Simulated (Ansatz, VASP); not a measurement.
## Co3Si8Ni in VASP and in Ansatz

```xyz
12
Lattice="5.3706 0.0000 0.0000 0.0000 5.3706 0.0000 0.0000 0.0000 5.3706" Properties=species:S:1:pos:R:3 pbc="T T T"
Co    2.6853    0.0000    2.6853
Co    2.6853    2.6853    0.0000
Co    0.0000    2.6853    2.6853
Si    4.0164    1.3542    4.0164
Si    1.3542    1.3542    1.3542
Si    4.0164    4.0164    1.3542
Si    1.3542    4.0164    4.0164
Si    1.3542    4.0164    1.3542
Si    4.0164    4.0164    4.0164
Si    1.3542    1.3542    4.0164
Si    4.0164    1.3542    1.3542
Ni    0.0000    0.0000    0.0000
```

Alike in both runs: task relaxation of cell and atoms; functional PBE; k mesh 8 × 8 × 8; occupations gaussian, width 0.1 eV; no spin polarisation.

|  | VASP | Ansatz |
| --- | --- | --- |
| version | VASP 6.6.1 | Ansatz 0.2.0 |
| potentials or method | VASP PAW PBE potentials, release 64 (Co, Si, Ni), cutoff 600 eV | scalar-relativistic, plane waves, PAW |
| valence electrons in the cell | 69 | 101 |

Ansatz gave:

| Property | Result |
| --- | --- |
| gap on the k mesh at the Fermi level, each at its own relaxed structure (eV) | none |
| relaxed volume (Å³/atom) | 12.91 |
| relaxed length of the cell vector where the two differ most in proportion (Å) | 5.371 |

Question: What did VASP give for the same quantities?

Answer: gap on the k mesh at the Fermi level, each at its own relaxed structure (eV): none; relaxed volume (Å³/atom): 12.90; relaxed length of the cell vector where the two differ most in proportion (Å): 5.369.

A gap of «none» marks a metal or a gap that the smearing closes. VASP's potentials hold 69 valence electrons a cell and Ansatz's 101, so a difference there can come from the potentials and not from the codes.
